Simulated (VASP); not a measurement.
# ZnSnP2 (I-42d) in VASP: relaxation of the atoms with PBE

Aim: the relaxation of the atoms of ZnSnP2 with PBE.

Program: VASP 6.6.1. These are calculated values, not measurements. Logs are shortened: lines on timing, memory, paths and dates and some standing lists are left out, and cuts for length are marked.

### Step 1. The cell of the first run

It takes space group I-42d (No. 122, tetragonal). The conventional cell has a = 5.619 Å, b = 5.619 Å, c = 11.073 Å, α = 90.00°, β = 90.00°, γ = 90.00°. Sn (site symmetry -4) has 4 P at 2.38 Å within 3.1 Å. Zn (site symmetry -4) has 4 P at 2.47 Å within 3.3 Å. P (site symmetry 2) has 2 Sn at 2.38 Å and 2 Zn at 2.47 Å within 3.1 Å.

### Step 2. Relaxation of the atoms, PBE

Contents of INCAR:

```
PREC = Accurate
ENCUT = 450
EDIFF = 1E-7
ISMEAR = -1
SIGMA = 0.1
LREAL = F
LASPH = T
NELM = 120
ALGO = Normal
ISIF = 2
LWAVE = F
LCHARG = F
GGA = PE
IBRION = 2
NSW = 80
EDIFFG = -0.01
GGA_COMPAT = F
NELMIN = 4
KPAR = 4
```

Contents of KPOINTS:

```
regular mesh
0
Gamma
  6 6 6
```

Contents of POSCAR:

```
ZnSnP2
1.0
    0.0000000000      5.6187630000      0.0000000000
    5.6187630000      0.0000000000      0.0000000000
    2.8093820000      2.8093820000     -5.5364370000
Sn Zn P
2 2 4
Direct
    0.5000000000      0.5000000000      0.0000000000
    0.2500000000      0.7500000000      0.5000000000
    0.0000000000      0.0000000000      0.0000000000
    0.7500000000      0.2500000000      0.5000000000
    0.3750000000      0.3890000000      0.7500000000
    0.6110000000      0.1250000000      0.2500000000
    0.8750000000      0.8610000000      0.7500000000
    0.1390000000      0.6250000000      0.2500000000
```

Potentials or basis: VASP PAW PBE potentials, release 64 (Sn_d, Zn, P).

On the command line:

```console
cat potpaw_PBE.64/Sn_d/POTCAR potpaw_PBE.64/Zn/POTCAR potpaw_PBE.64/P/POTCAR > POTCAR
mpirun -np 4 vasp_std > vasp.out
```

OUTCAR:

```text
PREC = Accurate
   ENCUT = 450
   EDIFF = 1E-7
   ISMEAR = -1
   LREAL = F
   LASPH = T
   NELM = 120
   ISIF = 2
   GGA = PE
   IBRION = 2
   NSW = 80
   EDIFFG = -0.01
   NELMIN = 4

 ion  position               nearest neighbor table
   1  0.500  0.500  0.000-   7 2.38   6 2.38   8 2.38   5 2.38
   2  0.250  0.750  0.500-   6 2.38   7 2.38   5 2.38   8 2.38
   3  0.000  0.000  0.000-   5 2.47   6 2.47   8 2.47   7 2.47
   4  0.750  0.250  0.500-   8 2.47   7 2.47   5 2.47   6 2.47
   5  0.375  0.389  0.750-   2 2.38   1 2.38   3 2.47   4 2.47
   6  0.611  0.125  0.250-   2 2.38   1 2.38   3 2.47   4 2.47
   7  0.875  0.861  0.750-   1 2.38   2 2.38   4 2.47   3 2.47
   8  0.139  0.625  0.250-   1 2.38   2 2.38   4 2.47   3 2.47

  LATTYP: Found a body centered tetragonal cell.
 ALAT       =     5.6187630000
 C/A-ratio  =     1.9706960411

  Lattice vectors:

 A1 = (  -2.8093820000,   2.8093810000,   5.5364370000)
 A2 = (   2.8093810000,  -2.8093820000,   5.5364370000)
 A3 = (   2.8093820000,   2.8093820000,  -5.5364370000)

Analysis of symmetry for initial positions (statically):
=====================================================================
 Subroutine PRICEL returns:
 Original cell was already a primitive cell.

 Routine SETGRP: Setting up the symmetry group for a
 body centered tetragonal supercell.

 Subroutine GETGRP returns: Found  8 space group operations
 (whereof  4 operations were pure point group operations)
 out of a pool of 16 trial point group operations.

The static configuration has the point symmetry S_4 .
 The point group associated with its full space group is D_2d.

Analysis of symmetry for dynamics (positions and initial velocities):
=====================================================================
 Subroutine PRICEL returns:
 Original cell was already a primitive cell.

 Routine SETGRP: Setting up the symmetry group for a
 body centered tetragonal supercell.

 Subroutine GETGRP returns: Found  8 space group operations
 (whereof  4 operations were pure point group operations)
 out of a pool of 16 trial point group operations.

The dynamic configuration has the point symmetry S_4 .
 The point group associated with its full space group is D_2d.

 Subroutine INISYM returns: Found  8 space group operations
 (whereof  4 operations are pure point group operations),
 and found     1 'primitive' translations

----------------------------------------------------------------------------------------

                                     Primitive cell

  volume of cell :     174.7881

  direct lattice vectors                    reciprocal lattice vectors
     0.000000000  5.618763000  0.000000000     0.000000000  0.177975117  0.090310806
     5.618763000  0.000000000  0.000000000     0.177975117  0.000000000  0.090310806
     2.809382000  2.809382000 -5.536437000     0.000000000  0.000000000 -0.180621580

  length of vectors
     5.618763000  5.618763000  6.814498448     0.199577513  0.199577513  0.180621580

  position of ions in fractional coordinates (direct lattice)
     0.500000000  0.500000000  0.000000000
     0.250000000  0.750000000  0.500000000
     0.000000000  0.000000000  0.000000000
     0.750000000  0.250000000  0.500000000
     0.375000000  0.389000000  0.750000000
     0.611000000  0.125000000  0.250000000
     0.875000000  0.861000000  0.750000000
     0.139000000  0.625000000  0.250000000

  ion indices of the primitive-cell ions
   primitive index   ion index
                 1           1
                 2           2
                 3           3
                 4           4
                 5           5
                 6           6
                 7           7
                 8           8

----------------------------------------------------------------------------------------

 KPOINTS: regular mesh

Automatic generation of k-mesh.
 Grid dimensions read from file:
 generate k-points for:    6    6    6

 Generating k-lattice:

  Cartesian coordinates                     Fractional coordinates (reciprocal lattice)
     0.000000000  0.029662519  0.015051801     0.166666667  0.000000000  0.000000000
     0.029662519  0.000000000  0.015051801     0.000000000  0.166666667  0.000000000
     0.000000000  0.000000000 -0.030103597     0.000000000  0.000000000  0.166666667

  Length of vectors
     0.033262919  0.033262919  0.030103597

  Shift w.r.t. Gamma in fractional coordinates (k-lattice)
     0.000000000  0.000000000  0.000000000

 Subroutine IBZKPT returns following result:
 ===========================================

 Found     30 irreducible k-points:

 Following reciprocal coordinates:
            Coordinates               Weight
  0.000000  0.000000  0.000000      1.000000
  0.166667  0.000000  0.000000      8.000000
  0.333333  0.000000 -0.000000      8.000000
  0.500000  0.000000  0.000000      4.000000
  0.166667  0.166667  0.000000      8.000000
  0.333333  0.166667  0.000000     16.000000
[... 16 lines left out ...]
 -0.333333 -0.333333  0.166667      4.000000
 -0.166667 -0.333333  0.166667     16.000000
 [... further k-points ...]
   k-points           NKPTS =     30   k-points in BZ     NKDIM =     30   number of bands    NBANDS=     43
   number of dos      NEDOS =    301   number of ions     NIONS =      8
   total plane-waves  NPLWV =  76800
   dimension x,y,z NGX =    40 NGY =   40 NGZ =   48
   dimension x,y,z NGXF=    80 NGYF=   80 NGZF=   96
   ions per type =               2   2   4
   NGX,Y,Z   is equivalent  to a cutoff of  11.84, 11.84, 11.71 a.u.
   NGXF,Y,Z  is equivalent  to a cutoff of  23.67, 23.67, 23.42 a.u.
 SYSTEM =  unknown system
   PREC   = accura    normal or accurate (medium, high low for compatibility)
   ISTART =      0    job   : 0-new  1-cont  2-samecut
   ICHARG =      2    charge: 1-file 2-atom 10-const
   ISPIN  =      1    spin polarized calculation?
   LNONCOLLINEAR =      F non collinear calculations
   LSORBIT =      F    spin-orbit coupling
   LASPH  =      T    aspherical Exc in radial PAW
   ENCUT  =  450.0 eV  33.07 Ry    5.75 a.u.   9.72  9.72 11.79*2*pi/ulx,y,z
   NELM   =    120;   NELMIN=  4; NELMDL= -5     # of ELM steps
   EDIFF  = 0.1E-06   stopping-criterion for ELM
   LREAL  =      F    real-space projection
   EDIFFG = -.1E-01   stopping-criterion for IOM
   NSW    =     80    number of steps for IOM
   IBRION =      2    ionic relax: 0-MD 1-quasi-New 2-CG
   NFREE  =      1    steps in history (QN), initial steepest desc. (CG)
   ISIF   =      2    stress and relaxation
   ISYM   =      2    0-nonsym 1-usesym 2-fastsym
   POTIM  = 0.5000    time-step for ionic-motion
   TEBEG  =    0.0;   TEEND  =   0.0 temperature during run
   PSTRESS=    0.0 pullay stress
   NELECT =      72.0000    total number of electrons
   NUPDOWN=      -1.0000    fix difference up-down
   EMIN   =  10.00;   EMAX   =-10.00  energy-range for DOS
   EFERMI =   0.00;   METHOD = LEGACY
   ISMEAR =    -1;   SIGMA  =   0.10  broadening in eV -4-tet -1-fermi 0-gaus
   EFERMI_NEDOS =   21; number of points for ismear=-14 and -15
   IALGO  =     38    algorithm
   IMIX   =      4    mixing-type and parameters
     AMIX     =   0.40;   BMIX     =  1.00
     AMIX_MAG =   1.60;   BMIX_MAG =  1.00
  volume/ion in A,a.u.               =      21.85       147.44
  Fermi-wavevector in a.u.,A,eV,Ry     =   1.218097  2.301869 20.187771  1.483759
  Thomas-Fermi vector in A             =   2.353395
   LORBIT       =      0    0 simple, 1 ext, 2 COOP (PROOUT), +10 PAW based schemes
   GGA     = PE    functional components
   LHFCALC =     F    Hartree Fock is set to
   AEXX    =    0.0000 exact exchange contribution
   IVDW    =     0    specifies the selected vdW correction
   LEPSILON=     F    determine dielectric tensor
   LRPA    =     F    only Hartree local field effects (RPA)
 conjugate gradient relaxation of ions
 non-spin polarized calculation
  energy-cutoff  :      450.00
  volume of cell :      174.79
 maximum number of plane-waves:      3811
   NGX = 19   NGY = 19   NGZ = 23

--------------------------------------- Ionic step        1  -------------------------------------------

 number of electron      72.0000035 magnetization

 Free energy of the ion-electron system (eV)
  ---------------------------------------------------
  ext. energy  EPLUGINS =         0.00000000
  ---------------------------------------------------
  free energy    TOTEN  =       -31.85090251 eV

  energy without entropy =      -31.85083807  energy(sigma->0) =      -31.85087029

------------------------ aborting loop because EDIFF is reached ----------------------------------------

  FORCE on cell =-STRESS in cart. coord.  units (eV):
  Direction    XX          YY          ZZ          XY          YZ          ZX
  --------------------------------------------------------------------------------------
  -------------------------------------------------------------------------------------
  Total        8.9560272      8.9560272      9.3160581      0.0000000     -0.0000008     -0.0000008
  in kB       82.0945252     82.0945252     85.3947127      0.0000000     -0.0000077     -0.0000077
  external PRESSURE =      83.1945877 kB  Pullay stress =       0.0000000 kB
[... 195 lines left out ...]
  energy  without entropy=      -32.8964629601  energy(sigma->0) =      -32.89667153

--------------------------------------- Ionic step        6  -------------------------------------------

 number of electron      72.0000035 magnetization

 Free energy of the ion-electron system (eV)
  ---------------------------------------------------
  ext. energy  EPLUGINS =         0.00000000
  ---------------------------------------------------
  free energy    TOTEN  =       -32.89690781 eV

  energy without entropy =      -32.89649592  energy(sigma->0) =      -32.89670187

 E-fermi :   5.6020     XC(G=0):  -9.6948

 val. band max:        5.1002319832   @ k =   0.0000   0.0000   0.0000
 cond. band min:       6.0562393270   @ k =   0.0000   0.0000   0.0000
 fundamental gap:      0.9560073438
 Fermi energy:         5.6020360901

 k-point     1 :       0.0000    0.0000    0.0000
  band No.  band energies     occupation
      1     -16.5847      2.00000
      2     -16.5847      2.00000
      3     -16.5809      2.00000
      4     -16.5581      2.00000
      5     -16.5499      2.00000
      6     -16.5499      2.00000
[... 1093 lines left out ...]
     42       8.9582      0.00000
     43       9.3279      0.00000

 [... further k-points ...]

------------------------ aborting loop because EDIFF is reached ----------------------------------------

  FORCE on cell =-STRESS in cart. coord.  units (eV):
  Direction    XX          YY          ZZ          XY          YZ          ZX
  --------------------------------------------------------------------------------------
  -------------------------------------------------------------------------------------
  Total        4.7027488      4.7027488      5.7272304      0.0000000     -0.0000005     -0.0000005
  in kB       43.1072752     43.1072752     52.4980834      0.0000000     -0.0000047     -0.0000047
  external PRESSURE =      46.2375446 kB  Pullay stress =       0.0000000 kB
[... 23 lines left out ...]
  FREE ENERGIE OF THE ION-ELECTRON SYSTEM (eV)
  ---------------------------------------------------
  free  energy   TOTEN  =       -32.8969078112 eV

  energy  without entropy=      -32.8964959189  energy(sigma->0) =      -32.89670187

 reached required accuracy - stopping structural energy minimisation
```

It took 5.1 min on 4 MPI ranks of Intel Xeon Platinum 8375C at 2.90GHz (Ice Lake), shared host; peak memory 0.35 GiB.

What came out:

```
Free energy               : -32.8969 eV
Energy gained by relaxing : 130.8 meV/atom
Ionic steps               : 6
Pressure after relaxing   : 4.6 GPa
Band gap on the k mesh    : 0.96 eV, direct
```

Stress tensor (GPa, compression positive):
```
4.31 0.00 0.00
0.00 4.31 0.00
0.00 0.00 5.25
```

The path:
```
step  energy change (eV)  largest force (eV/Å)  pressure (GPa)
   1              0.0000                2.5074            8.32
   2             -0.8578                1.0469            5.75
   3             -1.0460                0.0142            4.64
   4             -1.0458                0.0330            4.60
   5             -1.0460                0.0125            4.61
   6             -1.0460                0.0001            4.62
```

Final structure:
```
Sn Zn P
1.0
     0.00000    5.61876    0.00000
     5.61876    0.00000    0.00000
     2.80938    2.80938   -5.53644
Sn Zn P
2 2 4
Direct
  0.50000 0.50000 0.00000
  0.25000 0.75000 0.50000
  0.00000 0.00000 0.00000
  0.75000 0.25000 0.50000
  0.37500 0.35133 0.75000
  0.64867 0.12500 0.25000
  0.87500 0.89867 0.75000
  0.10133 0.62500 0.25000
```

Caveat: spin-orbit coupling is left out, which moves the levels of the heavy elements. A k mesh can miss the band edges.
